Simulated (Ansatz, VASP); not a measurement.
**Hf in VASP and in Ansatz**

```xyz
4
Lattice="4.8948 0.0000 0.0000 -2.4474 4.2390 0.0000 0.0000 0.0000 5.4366" Properties=species:S:1:pos:R:3 pbc="T T T"
Hf    0.0000    2.8260   -0.0008
Hf    2.4474    1.4130    2.7175
Hf    0.0000    2.8260    2.7191
Hf    2.4474    1.4130    5.4374
```

Alike in both runs: functional LDA; k mesh 6 × 6 × 4; occupations gaussian, width 0.1 eV; no spin polarisation.

Ansatz relaxed the structure, and its values are those at the end. VASP's run is a single point on that final structure, the one shown.

|  | VASP | Ansatz |
| --- | --- | --- |
| version | VASP 6.6.1 | Ansatz 0.2.0 |
| potentials or method | VASP PAW LDA potentials, release 64 (Hf_pv), cutoff 520 eV | scalar-relativistic, plane waves, PAW |
| valence electrons in the cell | 40 | 104 |

Ansatz gave:

* gap on the k mesh at the Fermi level (eV): none
* pressure (GPa): 0.0
* rms of the force components (eV/Å): 0.013

Task: What did VASP give for the same quantities?

Result: gap on the k mesh at the Fermi level (eV): none; pressure (GPa): -0.1; rms of the force components (eV/Å): 0.012.

LDA's correlation is that of Perdew and Zunger in VASP and of Perdew and Wang (1992) in Ansatz. A gap of «none» marks a metal or a gap that the smearing closes. VASP's potentials hold 40 valence electrons a cell and Ansatz's 104, so a difference there can come from the potentials and not from the codes.

Spin-orbit coupling is off throughout.
